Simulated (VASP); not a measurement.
**C: relaxation of cell and atoms with BLYP+D3(BJ)**

Crystal: C.

```
CELL_PARAMETERS angstrom
2.45611 0.00000 0.00000
-1.22807 2.12705 0.00000
0.00000 0.00000 7.17327
ATOMIC_POSITIONS crystal
C 0.08338 0.91662 0.75314
C 0.58338 0.41662 0.24686
C 0.91662 0.08338 0.24686
C 0.41662 0.58338 0.75314
```

```yaml
Program: VASP 6.6.1
Task: relaxation of cell and atoms
Functional: BLYP
Dispersion: D3(BJ)
Potentials_or_basis: VASP PAW PBE potentials, release 64 (C)
Cutoff: 600 eV
k_mesh: 12 × 12 × 4
Occupations: fermi-dirac, width 0.1 eV
Spin: no spin polarisation
Dipole_correction: no
Further_INCAR_settings: ALGO = Normal; EDIFF = 1e-06; IBRION = 2; EDIFFG = -0.03; NSW = 80; ISIF = 3
```

- Relaxed volume: 8.62 Å³/atom
- Relaxed cell: a = 2.469 Å, b = 2.469 Å, c = 6.530 Å, α = 90.00°, β = 90.00°, γ = 119.99°
- Space group after relaxing (to 0.1 Å): Fmmm (No. 69)
- Energy gained by relaxing: 12.8 meV/atom
- Ionic steps: 14
- Pressure after relaxing: 0.2 GPa
- Largest force after relaxing: 0.020 eV/Å
- Dispersion energy per atom: -0.306 eV

Forces in eV/Å, atoms in the order of the input:
```
C    0.004 -0.002 -0.020
C    0.004 -0.002  0.020
C   -0.004  0.002  0.020
C   -0.004  0.002 -0.020
```

Stress tensor (GPa, compression positive):
```
0.11 0.22 0.00
0.22 0.35 0.00
0.00 0.00 0.09
```

The path:
| step | energy change (eV) | largest force (eV/Å) | pressure (GPa) | volume (Å³) |
| --- | --- | --- | --- | --- |
| 1 | 0.0000 | 0.0238 | 4.06 | 37.48 |
| 2 | 0.0505 | 0.0797 | -12.69 | 38.77 |
| 3 | -0.0125 | 0.0137 | -1.53 | 37.87 |
| 4 | -0.0182 | 0.0347 | -1.55 | 37.56 |
| 5 | -0.0332 | 0.1756 | -1.56 | 36.62 |
| 6 | -0.0455 | 0.4634 | -1.14 | 34.74 |
| 7 | -0.0473 | 0.3765 | -0.97 | 34.63 |
| 8 | -0.0498 | 0.1183 | -0.39 | 34.28 |
| 9 | -0.0499 | 0.0784 | -0.27 | 34.23 |
| 10 | -0.0501 | 0.0704 | -0.23 | 34.25 |
| 11 | -0.0507 | 0.0470 | 0.00 | 34.32 |
| 12 | -0.0510 | 0.0221 | 0.44 | 34.47 |
| 13 | -0.0510 | 0.0205 | 0.37 | 34.44 |
| 14 | -0.0511 | 0.0205 | 0.18 | 34.48 |

Final structure:
```xyz
4
Lattice="2.4692 0.0003 0.0000 -1.2343 2.1385 0.0000 0.0000 0.0000 6.5295" Properties=species:S:1:pos:R:3 pbc="T T T"
C    -0.9258    1.9604    4.9139
C     0.9260    0.8913    1.6156
C     2.1607    0.1785    1.6156
C     0.3089    1.2476    4.9139
```

It took 3.9 min on 1 thread of Intel(R) Xeon(R) 6975P-C (Granite Rapids), with other jobs on the host, peak memory 0.21 GiB.

Caveat: the PAW data sets were made with another functional, which shifts forces and pressure a little.
